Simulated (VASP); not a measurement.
Wanted: the native input for a VASP 6.6.1 run.

```yaml
Task: single point
Functional: LDA
Potentials_or_basis: VASP PAW LDA potentials, release 64 (Si, Mo_sv)
Cutoff: 520 eV
k_mesh: 10 × 10 × 10
Occupations: gaussian, width 0.05 eV
Spin: no spin polarisation
Dipole_correction: no
Further_INCAR_settings: ALGO = Normal; EDIFF = 1e-07; NBANDS = 18
```

The structure of Si2Mo lies in POSCAR:

```
Si2Mo
1.0
   -1.6097860348      1.6097860348      3.9322418465
    1.6097860348     -1.6097860348      3.9322418465
    1.6097860348      1.6097860348     -3.9322418465
Si Mo
2 1
Direct
    0.3361061402      0.3361061402      0.0000000000
    0.6638938598      0.6638938598      0.0000000000
    0.0000000000      0.0000000000      0.0000000000
```

The input as run:

INCAR

```
PREC     = Accurate       # precision mode
ENCUT    = 520            # plane-wave cutoff, eV
EDIFF    = 1E-7           # SCF threshold, eV
ISMEAR   = 0              # smearing method
SIGMA    = 0.05           # smearing width, eV
LREAL    = False          # projectors in reciprocal space
LASPH    = True           # aspherical terms in the spheres
NELM     = 100            # most SCF steps
ALGO     = Normal         # electronic algorithm
ISIF     = 2              # what is computed and relaxed
LWAVE    = False          # write WAVECAR
LCHARG   = False          # write CHGCAR
GGA      = CA             # functional
NBANDS   = 18             # bands
```

KPOINTS

```
regular mesh
0
Gamma
  10 10 10
```

Potentials or basis: VASP PAW LDA potentials, release 64 (Si, Mo_sv).

Launch:

```bash
$ cat potpaw_LDA.64/Si/POTCAR potpaw_LDA.64/Mo_sv/POTCAR > POTCAR
$ mpirun -np 1 vasp_std > vasp.out
```

It gave:

```
Pressure               : -7.5 GPa
Largest force          : 0.012 eV/Å
Band gap on the k mesh : zero (bands 11 and 12 overlap by 0.88 eV)
```

Caveat: the cell stands under tension.

Wall time 2.7 min on 1 thread of Intel Xeon 8259CL (shared host), peak memory 0.22 GiB.
